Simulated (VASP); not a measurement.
Re, 1 atom in the cell. It takes space group I4/mmm (No. 139, tetragonal). The conventional cell has a = 2.793 Å, b = 2.793 Å, c = 3.871 Å, α = 90.00°, β = 90.00°, γ = 90.00°. Within 3.6 Å of Re (site symmetry 4/mmm) lie 12 Re at 2.77 to 2.79 Å.  This cell differs from its parent crystal: strain -0.0200 x Voigt [0, 1, 0, 0, 0, 0].

- Program: VASP 6.6.1
- Task: single point
- Functional: PBEsol
- Potentials or basis: VASP PAW PBE potentials, release 64 (Re)
- Cutoff: 520 eV
- k mesh: 20 × 20 × 20
- Occupations: gaussian, width 0.15 eV
- Spin: no spin polarisation
- Dipole correction: no
- Further INCAR settings: ALGO = Normal; EDIFF = 1e-06; NBANDS = 10

Potentials or basis: VASP PAW PBE potentials, release 64 (Re).

Launch:

```sh
$ cat potpaw_PBE.64/Re/POTCAR > POTCAR
$ mpirun -np 1 vasp_std > vasp.out
```

Hardware: 1 thread of Intel Xeon 8259CL (shared host).

Q: Estimate the wall time of this run.

A: It took 2.3 min on 1 thread of Intel Xeon 8259CL (shared host), peak memory 0.23 GiB. Counts: scf iterations 11, k points 641.
